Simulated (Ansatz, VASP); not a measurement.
## One calculation of SiC, two programs

```
Si C
1.0
     0.00000    2.17900    2.17900
     2.17900    0.00000    2.17900
     2.17900    2.17900    0.00000
Si C
1 1
Direct
  0.00000 0.00000 0.00000
  0.25000 0.25000 0.25000
```

Alike in both runs: task single point; functional PBEsol; k mesh 8 × 8 × 8; no spin polarisation.

|  | VASP | Ansatz |
| --- | --- | --- |
| version | VASP 6.6.1 | Ansatz 0.2.0 |
| potentials or method | VASP PAW PBE potentials, release 64 (Si, C), cutoff 600 eV | plane waves, PAW |
| occupations | gaussian, width 0.01 eV | fixed |
| valence electrons in the cell | 8 | 8 |

|  | VASP | Ansatz | Ansatz less VASP |
| --- | --- | --- | --- |
| pressure (GPa) | 0.0 | -0.2 | -0.22 |

VASP's potentials were made for PBE, not for PBEsol.
